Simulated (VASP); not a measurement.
A run of VASP 6.6.1 is set up as follows.

POSCAR

```
Li2O
1.0
    2.2978729215      2.2978729215      0.0000000000
   -2.2978729215      2.2978729215      0.0000000000
    0.0000000000      2.2978729215      2.2842060564
Li O
2 1
Direct
    0.2500000000      0.7500000000      0.5000000000
    0.7500000000      0.2500000000      0.5000000000
    0.0000000000      0.0000000000      0.0000000000
```

File INCAR.step1:

```
ALGO     = Normal         # electronic algorithm
EDIFF    = 1E-5           # SCF threshold, eV
ENCUT    = 830            # plane-wave cutoff, eV
GGA      = PE             # functional
GGA_COMPAT= F            
ISMEAR   = 0              # smearing method
LASPH    = T              # aspherical terms in the spheres
LCHARG   = F              # write CHGCAR
LREAL    = F              # projectors in reciprocal space
LWAVE    = T              # write WAVECAR
NBANDS   = 13             # bands
NELM     = 120            # most SCF steps
PREC     = Accurate       # precision mode
SIGMA    = 0.01           # smearing width, eV
```

The input INCAR.step2:

```
ALGO     = Normal         # electronic algorithm
EDIFF    = 1E-6           # SCF threshold, eV
ENCUT    = 830            # plane-wave cutoff, eV
GGA_COMPAT= F            
ISIF     = 2              # what is computed and relaxed
ISMEAR   = 0              # smearing method
ISTART   = 1            
LASPH    = T              # aspherical terms in the spheres
LCHARG   = T              # write CHGCAR
LELF     = T              # ELF
LMIXTAU  = T            
LREAL    = F              # projectors in reciprocal space
LVHAR    = T            
LWAVE    = F              # write WAVECAR
METAGGA  = R2SCAN         # meta-GGA
NBANDS   = 13             # bands
NELM     = 120            # most SCF steps
PREC     = Accurate       # precision mode
SIGMA    = 0.01           # smearing width, eV
```

Contents of KPOINTS:

```
k-points
0
Gamma
  8 8 8
```

Potentials or basis: VASP PAW PBE potentials, release 64 (Li_sv, O).

Launch:

```console
$ cat potpaw_PBE.64/Li_sv/POTCAR potpaw_PBE.64/O/POTCAR > POTCAR
$ cp INCAR.step1 INCAR
$ mpirun -np 1 vasp_std > vasp.out
$ cp INCAR.step2 INCAR
$ mpirun -np 1 vasp_std > vasp.out
```

Question: Predict the band gap on the k mesh.

Answer: 5.69 eV (least direct gap 6.26 eV).

Question: Predict the pressure.

Answer: -0.9 GPa.

Stress tensor (GPa, compression positive):
```
-1.25  0.00  0.00
 0.00 -1.25  0.00
 0.00  0.00 -0.06
```

Caveat: the cell differs from its parent crystal (in-plane strain +0.005, then relaxed in part); the PAW data sets were made with another functional, which shifts forces and pressure a little. A k mesh can miss the band edges.
